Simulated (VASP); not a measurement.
# Mg (P6_3/mmc) in VASP: further runs

Runs on Mg. Level: PBEsol. Tasks: single point.

Everything below comes from runs of VASP 6.6.1. Logs are shortened: lines on timing, memory, paths and dates and some standing lists are left out, and cuts for length are marked.

### 1 The cell of the first run

The structure is hexagonal, space group P6_3/mmc (No. 194). The conventional cell has a = 3.199 Å, b = 3.199 Å, c = 5.193 Å, α = 90.00°, β = 90.00°, γ = 120.00°. Mg (site symmetry -6m2) has 12 Mg at 3.19 to 3.20 Å within 4.2 Å.

### 2 Single point, PBEsol (volume scaled by 0.99)

File INCAR:

```
PREC     = Accurate       # precision mode
ENCUT    = 520            # plane-wave cutoff, eV
EDIFF    = 1E-6           # SCF threshold, eV
ISMEAR   = -1             # smearing method
SIGMA    = 0.08           # smearing width, eV
LREAL    = F              # projectors in reciprocal space
LASPH    = T              # aspherical terms in the spheres
NELM     = 100            # most SCF steps
ALGO     = Normal         # electronic algorithm
ISIF     = 2              # what is computed and relaxed
LWAVE    = F              # write WAVECAR
LCHARG   = F              # write CHGCAR
GGA      = PS             # functional
NBANDS   = 9              # bands
```

File KPOINTS:

```
regular mesh
0
Gamma
  12 12 7
```

File POSCAR:

```
Mg
1.0
    3.1985381027      0.0000000000      0.0000000000
   -1.5992690513      2.7700152519      0.0000000000
    0.0000000000      0.0000000000      5.1929040170
Mg
2
Direct
    0.3333333333      0.6666666667      0.2500000000
    0.6666666667      0.3333333333      0.7500000000
```

Potentials or basis: VASP PAW PBE potentials, release 64 (Mg).

On the command line:

```console
cat potpaw_PBE.64/Mg/POTCAR > POTCAR
mpirun -np 1 vasp_std > vasp.out
```

OUTCAR:

```text
PREC = Accurate
   ENCUT = 520
   EDIFF = 1E-6
   ISMEAR = -1
   LREAL = F
   LASPH = T
   NELM = 100
   ISIF = 2
   GGA = PS

 ion  position               nearest neighbor table
   1  0.333  0.667  0.250-   2 3.19   2 3.19   2 3.19   2 3.19   2 3.19   2 3.19
   2  0.667  0.333  0.750-   1 3.19   1 3.19   1 3.19   1 3.19   1 3.19   1 3.19

  LATTYP: Found a hexagonal cell.
 ALAT       =     3.1985381027
 C/A-ratio  =     1.6235242008

  Lattice vectors:

 A1 = (   3.1985381027,   0.0000000000,   0.0000000000)
 A2 = (  -1.5992690513,   2.7700152519,   0.0000000000)
 A3 = (   0.0000000000,   0.0000000000,   5.1929040170)

Analysis of symmetry for initial positions (statically):
=====================================================================
 Subroutine PRICEL returns:
 Original cell was already a primitive cell.

 Routine SETGRP: Setting up the symmetry group for a
 hexagonal supercell.

 Subroutine GETGRP returns: Found 24 space group operations
 (whereof 12 operations were pure point group operations)
 out of a pool of 24 trial point group operations.

The static configuration has the point symmetry D_3d.
 The point group associated with its full space group is D_6h.

Analysis of symmetry for dynamics (positions and initial velocities):
=====================================================================
 Subroutine PRICEL returns:
 Original cell was already a primitive cell.

 Routine SETGRP: Setting up the symmetry group for a
 hexagonal supercell.

 Subroutine GETGRP returns: Found 24 space group operations
 (whereof 12 operations were pure point group operations)
 out of a pool of 24 trial point group operations.

The dynamic configuration has the point symmetry D_3d.
 The point group associated with its full space group is D_6h.

 Subroutine INISYM returns: Found 24 space group operations
 (whereof 12 operations are pure point group operations),
 and found     1 'primitive' translations

----------------------------------------------------------------------------------------

                                     Primitive cell

  volume of cell :      46.0091

  direct lattice vectors                    reciprocal lattice vectors
     3.198538103  0.000000000  0.000000000     0.312642829  0.180504421  0.000000000
    -1.599269051  2.770015252  0.000000000     0.000000000  0.361008843  0.000000000
     0.000000000  0.000000000  5.192904017     0.000000000  0.000000000  0.192570476

  length of vectors
     3.198538103  3.198538103  5.192904017     0.361008843  0.361008843  0.192570476

  position of ions in fractional coordinates (direct lattice)
     0.333333333  0.666666667  0.250000000
     0.666666667  0.333333333  0.750000000

  ion indices of the primitive-cell ions
   primitive index   ion index
                 1           1
                 2           2

----------------------------------------------------------------------------------------

 KPOINTS: regular mesh

Automatic generation of k-mesh.
 Grid dimensions read from file:
 generate k-points for:   12   12    7

 Generating k-lattice:

  Cartesian coordinates                     Fractional coordinates (reciprocal lattice)
     0.026053569  0.015042035  0.000000000     0.083333333  0.000000000  0.000000000
     0.000000000  0.030084070  0.000000000     0.000000000  0.083333333  0.000000000
     0.000000000  0.000000000  0.027510068     0.000000000  0.000000000  0.142857143

  Length of vectors
     0.030084070  0.030084070  0.027510068

  Shift w.r.t. Gamma in fractional coordinates (k-lattice)
     0.000000000  0.000000000  0.000000000

 Subroutine IBZKPT returns following result:
 ===========================================

 Found     76 irreducible k-points:

 Following reciprocal coordinates:
            Coordinates               Weight
  0.000000  0.000000  0.000000      1.000000
  0.083333  0.000000  0.000000      6.000000
  0.166667 -0.000000  0.000000      6.000000
  0.250000  0.000000  0.000000      6.000000
  0.333333 -0.000000  0.000000      6.000000
  0.416667  0.000000  0.000000      6.000000
[... 16 lines left out ...]
  0.250000  0.000000  0.142857     12.000000
  0.333333 -0.000000  0.142857     12.000000
 [... further k-points ...]
   k-points           NKPTS =     76   k-points in BZ     NKDIM =     76   number of bands    NBANDS=      9
   number of dos      NEDOS =    301   number of ions     NIONS =      2
   total plane-waves  NPLWV =  23040
   dimension x,y,z NGX =    24 NGY =   24 NGZ =   40
   dimension x,y,z NGXF=    48 NGYF=   48 NGZF=   80
   ions per type =               2
   NGX,Y,Z   is equivalent  to a cutoff of  12.47, 12.47, 12.81 a.u.
   NGXF,Y,Z  is equivalent  to a cutoff of  24.95, 24.95, 25.61 a.u.
 SYSTEM =  unknown system
   PREC   = accura    normal or accurate (medium, high low for compatibility)
   ISTART =      0    job   : 0-new  1-cont  2-samecut
   ICHARG =      2    charge: 1-file 2-atom 10-const
   ISPIN  =      1    spin polarized calculation?
   LNONCOLLINEAR =      F non collinear calculations
   LSORBIT =      F    spin-orbit coupling
   LASPH  =      T    aspherical Exc in radial PAW
   ENCUT  =  520.0 eV  38.22 Ry    6.18 a.u.   5.95  5.95  9.66*2*pi/ulx,y,z
   NELM   =    100;   NELMIN=  2; NELMDL= -5     # of ELM steps
   EDIFF  = 0.1E-05   stopping-criterion for ELM
   LREAL  =      F    real-space projection
   EDIFFG = 0.1E-04   stopping-criterion for IOM
   NSW    =      0    number of steps for IOM
   IBRION =     -1    ionic relax: 0-MD 1-quasi-New 2-CG
   NFREE  =      0    steps in history (QN), initial steepest desc. (CG)
   ISIF   =      2    stress and relaxation
   ISYM   =      2    0-nonsym 1-usesym 2-fastsym
   POTIM  = 0.5000    time-step for ionic-motion
   TEBEG  =    0.0;   TEEND  =   0.0 temperature during run
   PSTRESS=    0.0 pullay stress
   NELECT =       4.0000    total number of electrons
   NUPDOWN=      -1.0000    fix difference up-down
   EMIN   =  10.00;   EMAX   =-10.00  energy-range for DOS
   EFERMI =   0.00;   METHOD = LEGACY
   ISMEAR =    -1;   SIGMA  =   0.08  broadening in eV -4-tet -1-fermi 0-gaus
   EFERMI_NEDOS =   21; number of points for ismear=-14 and -15
   IALGO  =     38    algorithm
   IMIX   =      4    mixing-type and parameters
     AMIX     =   0.40;   BMIX     =  1.00
     AMIX_MAG =   1.60;   BMIX_MAG =  1.00
  volume/ion in A,a.u.               =      23.00       155.24
  Fermi-wavevector in a.u.,A,eV,Ry     =   0.725237  1.370500  7.156246  0.525969
  Thomas-Fermi vector in A             =   1.815909
   LORBIT       =      0    0 simple, 1 ext, 2 COOP (PROOUT), +10 PAW based schemes
   GGA     = PS    functional components
   LHFCALC =     F    Hartree Fock is set to
   AEXX    =    0.0000 exact exchange contribution
   IVDW    =     0    specifies the selected vdW correction
   LEPSILON=     F    determine dielectric tensor
   LRPA    =     F    only Hartree local field effects (RPA)
 non-spin polarized calculation
  energy-cutoff  :      520.00
  volume of cell :       46.01
 maximum number of plane-waves:      1260
 NGX is ok and might be reduce to    24
   NGX = 11   NGY = 11   NGZ = 19

 number of electron       4.0000000 magnetization

 Free energy of the ion-electron system (eV)
  ---------------------------------------------------
  ext. energy  EPLUGINS =         0.00000000
  ---------------------------------------------------
  free energy    TOTEN  =        -3.45370199 eV

  energy without entropy =       -3.43581421  energy(sigma->0) =       -3.44475810

 E-fermi :   2.5401     XC(G=0):  -8.5271

 val. band max:        2.5224930273   @ k =   0.2500   0.0833   0.0000
 cond. band min:       2.6625482351   @ k =   0.4167   0.0833   0.2857
 fundamental gap:      0.1400552078
 Fermi energy:         2.5401090912

 k-point     1 :       0.0000    0.0000    0.0000
  band No.  band energies     occupation
      1      -4.3387      2.00000
      2       0.8990      2.00000
      3       1.3435      2.00000
      4      13.4949      0.00000
      5      13.4949      0.00000
      6      13.6082      0.00000
      7      13.6082      0.00000
      8      14.3876      0.00000
      9      15.9989      0.00000

 k-point     2 :       0.0833    0.0000    0.0000
  band No.  band energies     occupation
      1      -4.2023      2.00000
      2       1.0237      2.00000
      3       1.4761      2.00000
      4      11.2262      0.00000
      5      12.2951      0.00000
      6      13.1080      0.00000
      7      14.9934      0.00000
      8      15.2572      0.00000
      9      15.8989      0.00000

 k-point     3 :       0.1667   -0.0000    0.0000
  band No.  band energies     occupation
      1      -3.7940      2.00000
      2       1.3980      2.00000
      3       1.8690      1.99955
      4       8.7078      0.00000
      5      11.2656      0.00000
      6      11.8932      0.00000
      7      13.4252      0.00000
      8      14.3226      0.00000
      9      15.8386      0.00000

 k-point     4 :       0.2500    0.0000    0.0000
  band No.  band energies     occupation
      1      -3.1174      2.00000
      2       2.0225      1.99691
      3       2.4985      1.25416
      4       6.3787      0.00000
      5      10.4658      0.00000
      6      10.5847      0.00000
      7      11.0756      0.00000
      8      12.7542      0.00000
      9      14.9504      0.00000
[... 205 lines left out ...]
 k-point    22 :       0.1667   -0.0000    0.1429
  band No.  band energies     occupation
      1      -3.6805      2.00000
      2       0.2037      2.00000
      3       3.2569      0.00026
      4       8.8064      0.00000
      5      11.3607      0.00000
      6      11.7185      0.00000
      7      12.7331      0.00000
      8      14.3398      0.00000
      9      14.6909      0.00000

 k-point    23 :       0.2500    0.0000    0.1429
  band No.  band energies     occupation
      1      -3.0047      2.00000
      2       0.8476      2.00000
      3       3.8510      0.00000
      4       6.4959      0.00000
      5       9.8109      0.00000
      6      10.5613      0.00000
      7      11.4222      0.00000
      8      13.3337      0.00000
      9      13.9207      0.00000

 k-point    24 :       0.3333   -0.0000    0.1429
  band No.  band energies     occupation
      1      -2.0668      2.00000
      2       1.7272      1.99992
      3       4.0209      0.00000
      4       5.0738      0.00000
      5       7.8252      0.00000
      6       9.9913      0.00000
      7      10.1723      0.00000
      8      11.9577      0.00000
      9      13.3414      0.00000

 [... further k-points ...]
[... 5 lines left out ...]
  --------------------------------------------------------------------------------------
  -------------------------------------------------------------------------------------
  Total       -0.1646398     -0.1646398     -0.3906643     -0.0000000     -0.0000000      0.0000000
  in kB       -5.7332575     -5.7332575    -13.6041159     -0.0000000     -0.0000000      0.0000000
  external PRESSURE =      -8.3568769 kB  Pullay stress =       0.0000000 kB

 VOLUME and BASIS-vectors are now :
 -----------------------------------------------------------------------------
  energy-cutoff  :      520.00
  volume of cell :       46.01
      direct lattice vectors                 reciprocal lattice vectors
     3.198538103  0.000000000  0.000000000     0.312642829  0.180504421  0.000000000
    -1.599269051  2.770015252  0.000000000     0.000000000  0.361008843  0.000000000
     0.000000000  0.000000000  5.192904017     0.000000000  0.000000000  0.192570476

 POSITION                                       TOTAL-FORCE (eV/Angst)
 -----------------------------------------------------------------------------------
     -0.00000      1.84668      1.29823        -0.000000      0.000000      0.000000
      1.59927      0.92334      3.89468         0.000000      0.000000      0.000000
 -----------------------------------------------------------------------------------
    total drift:                                0.000000     -0.000000      0.000000

  FREE ENERGIE OF THE ION-ELECTRON SYSTEM (eV)
  ---------------------------------------------------
  free  energy   TOTEN  =        -3.4537019936 eV

  energy  without entropy=       -3.4358142092  energy(sigma->0) =       -3.44475810
```

Run time: 8.5 s. Hardware: 1 thread of Intel Xeon Platinum 8559C (Emerald Rapids), shared host; peak memory 0.17 GiB.

Results:

* Free energy: -3.4537 eV
* Pressure: -0.8 GPa
* Band gap on the k mesh: zero (band 2 reaches 3.58 eV, above the bottom of band 3 at 1.34 eV)

Caveat: the PAW data sets were made with another functional, which shifts forces and pressure a little.

[end of part 1 of 3]
